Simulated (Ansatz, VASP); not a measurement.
# AlN in VASP and in Ansatz

```
CELL_PARAMETERS angstrom
0.00000 2.19846 2.19846
2.19846 0.00000 2.19846
2.19846 2.19846 0.00000
ATOMIC_POSITIONS crystal
Al 0.00000 0.00000 0.00000
N 0.25000 0.25000 0.25000
```

Alike in both runs: task single point; functional revPBE; dispersion D4; k mesh 10 × 10 × 10; occupations fermi-dirac, width 0.05 eV; no spin polarisation.

```csv
,VASP,Ansatz
version,VASP 6.6.1,Ansatz 0.2.0
potentials or method,"VASP PAW PBE potentials, release 64 (Al, N)",Ansatz PAW
plane-wave cutoff (eV),600,420
valence electrons in the cell,8,8
```

VASP gave:

```
gap on the k mesh at the Fermi level (eV) : 3.34
least direct gap on the mesh (eV)         : 4.05
pressure (GPa)                            : -6.8
```

Task: Estimate Ansatz's values.

Result: gap on the k mesh at the Fermi level (eV): 3.34; least direct gap on the mesh (eV): 4.03; pressure (GPa): -6.1.

VASP's potentials were made for PBE, not for revPBE.
